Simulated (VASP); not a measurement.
Write the native input for VASP 6.6.1 that does the following.

```yaml
Task: relaxation of cell and atoms
Functional: PBE
Potentials_or_basis: VASP PAW PBE potentials, release 64 (B, N)
Cutoff: 600 eV
k_mesh: 16 × 16 × 16
Occupations: fermi-dirac, width 0.05 eV
Spin: no spin polarisation
Target_pressure: 76 GPa
Dipole_correction: no
Further_INCAR_settings: ALGO = Normal; EDIFF = 1e-07; IBRION = 2; EDIFFG = -0.005; NSW = 60; ISIF = 3
```

The structure of BN (rocksalt type) lies in POSCAR:

```
BN
1.0
    0.0000000000      1.6658467201      1.6658467201
    1.6658467201      0.0000000000      1.6658467201
    1.6658467201      1.6658467201      0.0000000000
B N
1 1
Direct
    0.0000000000      0.0000000000      0.0000000000
    0.5000000000      0.5000000000      0.5000000000
```

One way to write it, as run:

INCAR

```
ALGO = Normal
EDIFF = 1E-7
EDIFFG = -0.005
ENCUT = 600
GGA = PE
IBRION = 2
ISIF = 3
ISMEAR = -1
LASPH = T
LCHARG = F
LREAL = F
LWAVE = F
NELM = 100
NSW = 60
PREC = Accurate
PSTRESS = 760.0
SIGMA = 0.05
```

KPOINTS

```
k-points
0
Gamma
  16 16 16
```

Potentials or basis: VASP PAW PBE potentials, release 64 (B, N).

Command:

```sh
$ cat potpaw_PBE.64/B/POTCAR potpaw_PBE.64/N/POTCAR > POTCAR
$ mpirun -np 1 vasp_std > vasp.out
```

It gave:

- Relaxed volume: 4.63 Å³/atom
- Relaxed cell: a = 2.357 Å, b = 2.357 Å, c = 2.357 Å, α = 60.00°, β = 60.00°, γ = 60.00°
- Space group after relaxing (to 0.05 Å): Fm-3m (No. 225)
- Energy change on relaxing (the enthalpy is what falls): -2.4 meV/atom
- Ionic steps: 3
- Pressure after relaxing: 76.0 GPa
- Band gap on the k mesh: 2.37 eV, indirect (least direct gap 6.36 eV)

Caveat: the cell is relaxed towards a set pressure, so the enthalpy falls and the energy may rise.

It took 16 s on 1 thread of Intel(R) Xeon(R) Platinum 8488C (Sapphire Rapids), on a shared host, peak memory 0.12 GiB.
